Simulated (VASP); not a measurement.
Ir: single point with r2SCAN

Ir:

```
Ir
1.0
     0.00000    1.92208    1.92208
     1.92208    0.00000    1.92208
     1.92208    1.92208    0.00000
Ir
1
Direct
  0.00000 0.00000 0.00000
```

```json
{
 "Program": "VASP 6.6.1",
 "Task": "single point",
 "Functional": "r2SCAN",
 "Potentials or basis": "VASP PAW PBE potentials, release 64 (Ir)",
 "Cutoff": "520 eV",
 "k mesh": "18 × 18 × 18",
 "Occupations": "gaussian, width 0.1 eV",
 "Spin": "no spin polarisation",
 "Dipole correction": "no",
 "Further INCAR settings": "ALGO = Normal; EDIFF = 1e-06; NBANDS = 10"
}
```

| Property | Result |
| --- | --- |
| Pressure | 2.5 GPa |

Levels at points of the mesh, in eV from the Fermi level:
```tsv
k point	band 2	band 3	band 4	band 5	band 6	band 7
(0.00, 0.00, 0.00)	-4.02	-4.02	-4.02	-1.33	-1.33	15.06
(0.50, 0.00, 0.00)	-4.18	-4.18	-0.74	0.88	0.88	7.58
(0.50, 0.50, 0.00)	-7.63	0.79	1.51	1.51	1.74	10.97
```

Wall time 72 s on 1 thread of Intel(R) Xeon(R) Platinum 8259CL CPU @ 2.50GHz (Skylake/Cascade Lake), on a shared host, peak memory 0.15 GiB.

Caveat: the PAW data sets were made with another functional, which shifts forces and pressure a little; spin-orbit coupling is left out, which moves the levels of the heavy elements.
